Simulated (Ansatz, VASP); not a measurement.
## Ir: VASP beside Ansatz

```
Ir
1.0
     0.00000    1.97729    1.97729
     1.97729    0.00000    1.97729
     1.97729    1.97729    0.00000
Ir
1
Direct
  0.00000 0.00000 0.00000
```

Change from the starting cell: strain +0.030 along x and y, +0.030 along z, atoms carried along.

Alike in both runs: task single point; functional r2SCAN; k mesh 22 × 22 × 22; occupations gaussian, width 0.15 eV; no spin polarisation.

|  | VASP | Ansatz |
| --- | --- | --- |
| version | VASP 6.6.1 | Ansatz 0.2.0 |
| potentials or method | VASP PAW PBE potentials, release 64 (Ir), cutoff 520 eV | scalar-relativistic, plane waves, PAW |
| valence electrons in the cell | 9 | 17 |

Ansatz gave:

| Quantity | Value |
| --- | --- |
| gap on the k mesh at the Fermi level (eV) | none |
| pressure (GPa) | -25.7 |

Estimate VASP's values.

gap on the k mesh at the Fermi level (eV): none; pressure (GPa): -24.0.

VASP's potentials were made for PBE, not for r2SCAN. A gap of «none» marks a metal or a gap that the smearing closes. VASP's potentials hold 9 valence electrons a cell and Ansatz's 17, so a difference there can come from the potentials and not from the codes.

Spin-orbit coupling is off throughout.
